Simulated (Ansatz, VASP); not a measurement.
## Two plane-wave programs on LiF

```
Li F
1.0
     0.00000    2.01400    2.01400
     2.24058    0.00000    2.01400
     2.24058    2.01400    0.00000
Li F
1 1
Direct
  0.00000 0.00000 0.00000
  0.50000 0.50000 0.50000
```

Change from the starting cell: strain +0.1125 x Voigt [1, 0, 0, 0, 0, 0], atoms carried along.

Alike in both runs: task single point; functional r2SCAN; k mesh 10 × 10 × 10; occupations gaussian, width 0.05 eV; no spin polarisation.

```csv
,VASP,Ansatz
version,VASP 6.6.1,Ansatz 0.2.0
potentials or method,"VASP PAW PBE potentials, release 64 (Li_sv, F), cutoff 520 eV","scalar-relativistic, plane waves, PAW"
valence electrons in the cell,10,10
```

|  | VASP | Ansatz | Ansatz less VASP |
| --- | --- | --- | --- |
| gap on the k mesh at the Fermi level (eV) | 9.18 | 9.02 | -0.160 |
| least direct gap on the mesh (eV) | 9.18 | 9.02 | -0.160 |

VASP's potentials were made for PBE, not for r2SCAN.

Noted on VASP's run: the cutoff is short for stress, so the pressure is rough.
